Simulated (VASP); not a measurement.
A run of VASP 6.6.1 is set up as follows.

File INCAR:

```
PREC = Accurate
ENCUT = 600
EDIFF = 1E-7
ISMEAR = 0
SIGMA = 0.02
LREAL = F
LASPH = T
NELM = 100
ALGO = Normal
ISIF = 3
LWAVE = F
LCHARG = F
GGA = PS
IBRION = 2
NSW = 70
EDIFFG = -0.005
```

KPOINTS

```
regular mesh
0
Gamma
  6 6 6
```

Contents of POSCAR:

```
KCdCO3F
1.0
    5.1337856221      0.0000000000      0.0000000000
   -2.5668928111      4.4459887663      0.0000000000
    0.0000000000      0.0000000000      4.4871737454
K Cd C O F
1 1 1 3 1
Direct
    0.0000000000      0.0000000000      0.0000000000
    0.6666666667      0.3333333333      0.5000000000
    0.3333333333      0.6666666667      0.5000000000
    0.1879041669      0.3758083338      0.5000000000
    0.1879041669      0.8120958331      0.5000000000
    0.6241916662      0.8120958331      0.5000000000
    0.6666666667      0.3333333333      0.0000000000
```

Potentials or basis: VASP PAW PBE potentials, release 64 (K_sv, Cd, C, O, F).

Command:

```bash
$ cat potpaw_PBE.64/K_sv/POTCAR potpaw_PBE.64/Cd/POTCAR potpaw_PBE.64/C/POTCAR potpaw_PBE.64/O/POTCAR potpaw_PBE.64/F/POTCAR > POTCAR
$ mpirun -np 1 vasp_std > vasp.out
```

Task: What does it give for the relaxed cell?

Result: a = 5.040 Å, b = 5.040 Å, c = 4.427 Å, α = 90.00°, β = 90.00°, γ = 120.00°.

Task: Estimate the space group after relaxing (to 0.1 Å).

Result: P-6m2 (No. 187).

Step by step:
```
step  energy change (eV)  largest force (eV/Å)  pressure (GPa)  volume (Å³)
   1              0.0000                0.1207           -2.71       102.42
   2             -0.0357                0.6475            0.22        98.80
   3             -0.0360                0.7032            0.55        98.43
   4             -0.0477                0.0965            0.04        97.08
   5             -0.0482                0.0329            0.12        97.31
   6             -0.0484                0.0174            0.03        97.39
   7             -0.0486                0.0245           -0.20        97.62
   8             -0.0488                0.0184           -0.12        97.61
   9             -0.0488                0.0485           -0.06        97.61
  10             -0.0489                0.0344           -0.07        97.58
  11             -0.0490                0.0048           -0.08        97.52
  12             -0.0490                0.0060           -0.05        97.47
  13             -0.0490                0.0084            0.02        97.38
  14             -0.0490                0.0165           -0.02        97.38
  15             -0.0490                0.0002            0.00        97.38
```

Caveat: the PAW data sets were made with another functional, which shifts forces and pressure a little.
